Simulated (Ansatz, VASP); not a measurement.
## CoSi in VASP and in Ansatz

```xyz
8
Lattice="4.4308 0.0000 0.0000 0.0000 4.4308 0.0000 0.0000 0.0000 4.4308" Properties=species:S:1:pos:R:3 pbc="T T T"
Co    0.6426    0.6426    0.6426
Co    1.5729    3.7883    2.8580
Co    2.8580    1.5729    3.7883
Co    3.7883    2.8580    1.5729
Si    3.7359    3.7359    3.7359
Si    2.9104    0.6949    1.5205
Si    1.5205    2.9104    0.6949
Si    0.6949    1.5205    2.9104
```

Alike in both runs: task relaxation of cell and atoms; functional PBEsol; k mesh 8 × 8 × 8; occupations gaussian, width 0.1 eV; no spin polarisation.

|  | VASP | Ansatz |
| --- | --- | --- |
| version | VASP 6.6.1 | Ansatz 0.2.0 |
| potentials or method | VASP PAW PBE potentials, release 64 (Co, Si), cutoff 600 eV | scalar-relativistic, plane waves, PAW |
| valence electrons in the cell | 52 | 84 |

|  | VASP | Ansatz | Ansatz less VASP |
| --- | --- | --- | --- |
| gap on the k mesh at the Fermi level, each at its own relaxed structure (eV) | none | none | - |
| relaxed volume (Å³/atom) | 10.55 | 10.55 | -0.004 |
| relaxed cell length with the largest relative difference (Å) | 4.386 | 4.386 | -0.0005 |

VASP's potentials were made for PBE, not for PBEsol. A gap of «none» marks a metal or a gap that the smearing closes. VASP's potentials hold 52 valence electrons a cell and Ansatz's 84, so a difference there can come from the potentials and not from the codes.
